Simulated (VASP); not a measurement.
# NaF in VASP: settings compared, part 2 of 2

VASP 6.6.1. Earlier steps stand in the parts before.

### Step 4. Single point, PBE (uniaxial z strain +5.4%)

The input, INCAR:

```
  ALGO = Normal
  EDIFF = 1E-6
  ENCUT = 520
  GGA = PE
  ISIF = 2
  ISMEAR = -1
  LASPH = True
  LCHARG = False
  LREAL = False
  LWAVE = False
  NBANDS = 14
  NELM = 60
  PREC = Accurate
  SIGMA = 0.02
```

The input, KPOINTS:

```
k-points
0
Gamma
  10 10 10
```

The input, POSCAR:

```
NaF
1.0
    0.0000000000      2.2971680881      2.4207557312
    2.2971680881      0.0000000000      2.4207557312
    2.2971680881      2.2971680881      0.0000000000
Na F
1 1
Direct
    0.0000000000      0.0000000000      0.0000000000
    0.5000000000      0.5000000000      0.5000000000
```

Potentials or basis: VASP PAW PBE potentials, release 64 (Na_pv, F).

Run with:

```sh
cat potpaw_PBE.64/Na_pv/POTCAR potpaw_PBE.64/F/POTCAR > POTCAR
mpirun -np 1 vasp_std > vasp.out
```

OUTCAR:

```text
EDIFF = 1E-6
   ENCUT = 520
   GGA = PE
   ISIF = 2
   ISMEAR = -1
   LASPH = True
   LREAL = False
   NELM = 60
   PREC = Accurate

 ion  position               nearest neighbor table
   1  0.000  0.000  0.000-   2 2.30   2 2.30   2 2.30   2 2.30
   2  0.500  0.500  0.500-   1 2.30   1 2.30   1 2.30   1 2.30

  LATTYP: Found a body centered tetragonal cell.
 ALAT       =     3.2486862652
 C/A-ratio  =     1.4902982520

  Lattice vectors:

 A1 = (  -2.2971680881,   0.0000000000,   2.4207557312)
 A2 = (   2.2971680881,   0.0000000000,   2.4207557312)
 A3 = (   0.0000000000,   2.2971680881,  -2.4207557312)

Analysis of symmetry for initial positions (statically):
=====================================================================
 Subroutine PRICEL returns:
 Original cell was already a primitive cell.

 Routine SETGRP: Setting up the symmetry group for a
 body centered tetragonal supercell.

 Subroutine GETGRP returns: Found 16 space group operations
 (whereof 16 operations were pure point group operations)
 out of a pool of 16 trial point group operations.

The static configuration has the point symmetry D_4h.

Analysis of symmetry for dynamics (positions and initial velocities):
=====================================================================
 Subroutine PRICEL returns:
 Original cell was already a primitive cell.

 Routine SETGRP: Setting up the symmetry group for a
 body centered tetragonal supercell.

 Subroutine GETGRP returns: Found 16 space group operations
 (whereof 16 operations were pure point group operations)
 out of a pool of 16 trial point group operations.

The dynamic configuration has the point symmetry D_4h.

 Subroutine INISYM returns: Found 16 space group operations
 (whereof 16 operations are pure point group operations),
 and found     1 'primitive' translations

----------------------------------------------------------------------------------------

                                     Primitive cell

[... 114 lines left out ...]
   LORBIT       =      0    0 simple, 1 ext, 2 COOP (PROOUT), +10 PAW based schemes
   GGA     = PE    functional components
   LHFCALC =     F    Hartree Fock is set to
   AEXX    =    0.0000 exact exchange contribution
   IVDW    =     0    specifies the selected vdW correction
   LEPSILON=     F    determine dielectric tensor
   LRPA    =     F    only Hartree local field effects (RPA)
 non-spin polarized calculation
  energy-cutoff  :      520.00
  volume of cell :       25.55
 maximum number of plane-waves:       701
 NGX is ok and might be reduce to    28
   NGX = 13   NGY = 13   NGZ = 13

 number of electron      14.0000004 magnetization

 Free energy of the ion-electron system (eV)
  ---------------------------------------------------
  ext. energy  EPLUGINS =         0.00000000
  ---------------------------------------------------
  free energy    TOTEN  =        -8.55754284 eV

  energy without entropy =       -8.55754284  energy(sigma->0) =       -8.55754284

 E-fermi :  -1.7250     XC(G=0):  -9.0253

 val. band max:       -2.1980830118   @ k =   0.0000   0.0000   0.0000
 cond. band min:       3.9548599298   @ k =   0.0000   0.0000   0.0000
 fundamental gap:      6.1529429415
 Fermi energy:        -1.7249861001

 k-point     1 :       0.0000    0.0000    0.0000
  band No.  band energies     occupation
      1     -21.3321      2.00000
      2     -21.2301      2.00000
      3     -21.2088      2.00000
      4     -21.2088      2.00000
      5      -2.2000      2.00000
      6      -2.2000      2.00000
      7      -2.1981      2.00000
      8       3.9549      0.00000
      9      16.3704      0.00000
     10      16.7339      0.00000
     11      16.7339      0.00000
     12      19.4243      0.00000
     13      20.8306      0.00000
     14      22.2984      0.00000
[... 377 lines left out ...]
      1     -21.5949      2.00000
      2     -21.2615      2.00000
      3     -21.2391      2.00000
      4     -20.8537      2.00000
      5      -3.3383      2.00000
      6      -2.5375      2.00000
      7      -2.4715      2.00000
      8       8.0023      0.00000
      9      11.8247      0.00000
     10      13.8144      0.00000
     11      17.3802      0.00000
     12      17.5165      0.00000
     13      22.5298      0.00000
     14      24.5737      0.00000

 [... further k-points ...]
[... 5 lines left out ...]
  --------------------------------------------------------------------------------------
  -------------------------------------------------------------------------------------
  Total        0.3461666      0.3461666     -0.2440766      0.0000000      0.0000000      0.0000000
  in kB       21.7084705     21.7084705    -15.3063006      0.0000000      0.0000000      0.0000000
  external PRESSURE =       9.3702135 kB  Pullay stress =       0.0000000 kB

 VOLUME and BASIS-vectors are now :
 -----------------------------------------------------------------------------
  energy-cutoff  :      520.00
  volume of cell :       25.55
      direct lattice vectors                 reciprocal lattice vectors
     0.000000000  2.297168088  2.420755731    -0.217659301  0.217659301  0.206547069
     2.297168088  0.000000000  2.420755731     0.217659301 -0.217659301  0.206547069
     2.297168088  2.297168088  0.000000000     0.217659301  0.217659301 -0.206547069

 POSITION                                       TOTAL-FORCE (eV/Angst)
 -----------------------------------------------------------------------------------
      0.00000      0.00000      0.00000        -0.000000      0.000000      0.000000
      2.29717      2.29717      2.42076         0.000000     -0.000000     -0.000000
 -----------------------------------------------------------------------------------
    total drift:                                0.000000      0.000000      0.000000

  FREE ENERGIE OF THE ION-ELECTRON SYSTEM (eV)
  ---------------------------------------------------
  free  energy   TOTEN  =        -8.5575428407 eV

  energy  without entropy=       -8.5575428407  energy(sigma->0) =       -8.55754284
```

OSZICAR:

```text
N       E                     dE             d eps       ncg     rms          rms(c)
DAV:   1     0.108741999052E+03    0.10874E+03   -0.76413E+03  2880   0.121E+03
DAV:   2    -0.369017226120E+01   -0.11243E+03   -0.10408E+03  3162   0.340E+02
DAV:   3    -0.941672392878E+01   -0.57266E+01   -0.57158E+01  3540   0.699E+01
DAV:   4    -0.946300353439E+01   -0.46280E-01   -0.46277E-01  3312   0.671E+00
DAV:   5    -0.946349459663E+01   -0.49106E-03   -0.49106E-03  3546   0.690E-01    0.544E+00
DAV:   6    -0.856590030067E+01    0.89759E+00   -0.31567E+00  3460   0.147E+01    0.184E+00
DAV:   7    -0.855547346397E+01    0.10427E-01   -0.31767E-02  3018   0.205E+00    0.106E+00
DAV:   8    -0.855695875427E+01   -0.14853E-02   -0.29919E-02  3036   0.347E+00    0.154E-01
DAV:   9    -0.855768042156E+01   -0.72167E-03   -0.45626E-03  3666   0.622E-01    0.133E-01
DAV:  10    -0.855754397385E+01    0.13645E-03   -0.89751E-04  3126   0.342E-01    0.167E-02
DAV:  11    -0.855754249655E+01    0.14773E-05   -0.32382E-05  3486   0.786E-02    0.334E-03
DAV:  12    -0.855754284075E+01   -0.34420E-06   -0.16757E-06  3162   0.152E-02
   1 F= -.85575428E+01 E0= -.85575428E+01  d E =-.591456E-12
```

Run time: 24 s. Hardware: 1 thread of Intel Xeon Platinum 8259CL at 2.50GHz (Skylake/Cascade Lake), shared host; peak memory 0.16 GiB.

Results:

```yaml
Free_energy: -8.5575 eV
Pressure: 0.9 GPa
Band_gap_on_the_k_mesh: 6.15 eV
```

Stress tensor (GPa, compression positive):
```
 2.17  0.00  0.00
 0.00  2.17  0.00
 0.00  0.00 -1.53
```

Caveat: the cell differs from its parent crystal (uniaxial z strain +5.4%). A k mesh can miss the band edges.

### Step 5. The runs side by side

```csv
level,cell,smearing,gap on the mesh (eV),pressure (GPa)
PBE,"a = 3.220 Å, angles 60.0°, 2 atoms",fermi-dirac 0.02 eV,6.59,5.2
r2SCAN,"a = 3.220 Å, angles 60.0°, 2 atoms",gaussian 0.01 eV,7.48,0.7
PBE,"a = 3.337, b = 3.337, c = 3.249 Å, angles 60.9, 60.9, 58.3°, 2 atoms",fermi-dirac 0.02 eV,6.15,0.9
```

Alike in all rows: task single point; potentials or basis VASP PAW PBE potentials, release 64 (Na_pv, F); no spin polarisation; k mesh 10 × 10 × 10; cutoff (eV) 520.

Caveats: the cell stands under pressure (at least some runs); the PAW data sets were made with another functional, which shifts forces and pressure a little (at least some runs).

Total energies depend on the potentials used, so only differences within one code and one set of settings carry meaning.
